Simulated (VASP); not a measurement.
Te2Mo, a slab with vacuum:

```
Te Mo
1.0
     3.56023    0.00000    0.00000
    -1.78012    3.08325    0.00000
     0.00000    0.00000   17.52406
Te Mo
2 1
Direct
  0.33333 0.66667 0.10214
  0.33333 0.66667 0.89786
  0.00000 0.00000 0.00000
```

Base run:

```yaml
Program: VASP 6.6.1
Functional: PBEsol
Potentials_or_basis: VASP PAW PBE potentials, release 64 (Te, Mo_sv)
Cutoff: 520 eV
k_mesh: 12 × 12 × 2
Occupations: gaussian, width 0.01 eV
Spin: no spin polarisation
```

Its results: band gap on the k mesh 1.05 eV, direct; largest force 0.146 eV/Å.

Task: The run is repeated on the same cell with these changes: functional from PBEsol to r2SCAN; further incar settings from ALGO = Normal; EDIFF = 1e-07; NBANDS = 20 to ALGO = Normal; EDIFF = 1e-06; NBANDS = 20. What comes out?

Result: Band gap on the k mesh 1.13 eV, direct; largest force 0.019 eV/Å.

Caveats: the PAW data sets were made with another functional, which shifts forces and pressure a little; spin-orbit coupling is left out, which moves the levels of the heavy elements.

A k mesh can miss the band edges.
